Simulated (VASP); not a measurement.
The system is CuH2.

```
CELL_PARAMETERS angstrom
3.73333 0.00000 0.00000
0.00000 3.73333 0.00000
0.00000 0.00000 3.91884
ATOMIC_POSITIONS crystal
Cu 0.00000 0.00000 0.75000
Cu 0.00000 0.00000 0.25000
H 0.22252 0.22252 0.00000
H 0.77748 0.77748 0.00000
H 0.22252 0.77748 0.50000
H 0.77748 0.22252 0.50000
```

The cell was built from a structure type or drawn by symmetry, and may not be a known phase.

| Quantity | Value |
| --- | --- |
| Program | VASP 6.6.1 |
| Task | relaxation of cell and atoms |
| Functional | PBE |
| Potentials or basis | VASP PAW PBE potentials, release 64 (Cu, H) |
| Cutoff | 600 eV |
| k mesh | 6 × 6 × 4 |
| Occupations | gaussian, width 0.1 eV |
| Spin | no spin polarisation |

At the start: pressure 35.4 GPa; volume 9.10 Å³/atom.

**Question.** How do energy, volume and symmetry change on relaxing?

**Answer.** Over 19 steps the energy falls by 472.8 meV/atom and the volume is 8.70 Å³/atom (-4.4 %); space group P4_2/mcm (No. 132, to 0.1 Å) before and after.

Step by step:
```csv
step,energy change (eV),largest force (eV/Å),pressure (GPa),volume (Å³)
1,0.0000,0.9907,35.43,54.62
2,-2.3039,0.8768,-8.34,71.06
3,-2.4592,0.5625,-2.47,66.13
4,-2.4629,0.6283,-3.75,66.99
5,-2.4634,0.6095,-3.38,66.73
6,-2.6114,0.3203,-2.40,64.89
7,-2.7125,0.2025,-0.30,61.78
8,-2.7128,0.2323,-0.11,61.61
9,-2.7305,0.1592,-1.29,61.27
10,-2.7409,0.0570,-2.85,60.75
11,-2.7509,0.0585,-2.86,60.08
12,-2.7781,0.0638,-2.58,58.11
13,-2.8139,0.0764,-1.84,54.26
14,-2.7515,0.1326,1.96,46.94
15,-2.8168,0.1111,-1.16,52.68
16,-2.8299,0.1342,0.30,52.10
17,-2.8317,0.1452,0.80,51.83
18,-2.8364,0.0583,0.15,52.05
19,-2.8371,0.0034,-0.29,52.19
```

Final structure:
```cif
data_structure
_symmetry_space_group_name_H-M 'P 1'
_symmetry_Int_Tables_number 1
_cell_length_a 3.2821
_cell_length_b 3.2821
_cell_length_c 4.8449
_cell_angle_alpha 90.000
_cell_angle_beta 90.000
_cell_angle_gamma 90.000
_cell_volume 52.19
loop_
_atom_site_label
_atom_site_type_symbol
_atom_site_fract_x
_atom_site_fract_y
_atom_site_fract_z
_atom_site_occupancy
Cu1 Cu 0.00000 0.00000 0.75000 1
Cu2 Cu 0.00000 0.00000 0.25000 1
H1 H 0.23971 0.23971 0.00000 1
H2 H 0.76029 0.76029 0.00000 1
H3 H 0.23971 0.76029 0.50000 1
H4 H 0.76029 0.23971 0.50000 1
```

Caveat: the k points lie up to 0.32 Å⁻¹ apart in the final cell, too coarse for converged energies and pressures of a metal; a cell axis changed by over 15 % at a fixed basis, so the end point is rough.
